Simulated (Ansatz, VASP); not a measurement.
## C: VASP beside Ansatz

```
C
1.0
     0.00000    1.76587    1.76587
     1.76587    0.00000    1.76587
     1.76587    1.76587    0.00000
C
2
Direct
  0.00000 0.00000 0.00000
  0.25000 0.25000 0.25000
```

Alike in both runs: functional LDA; k mesh 12 × 12 × 12; no spin polarisation.

Ansatz relaxed the structure, and its values are those at the end. VASP's run is a single point on that final structure, the one shown.

|  | VASP | Ansatz |
| --- | --- | --- |
| version | VASP 6.6.1 | Ansatz 0.2.0 |
| potentials or method | VASP PAW LDA potentials, release 64 (C), cutoff 600 eV | scalar-relativistic, plane waves, PAW |
| occupations | gaussian, width 0.01 eV | fixed |
| valence electrons in the cell | 8 | 8 |

```tsv
	VASP	Ansatz	Ansatz less VASP
gap on the k mesh at the Fermi level (eV)	4.20	4.20	0.000
least direct gap on the mesh (eV)	5.63	5.62	-0.003
pressure (GPa)	0.8	0.0	-0.84
```

LDA's correlation is that of Perdew and Zunger in VASP and of Perdew and Wang (1992) in Ansatz.
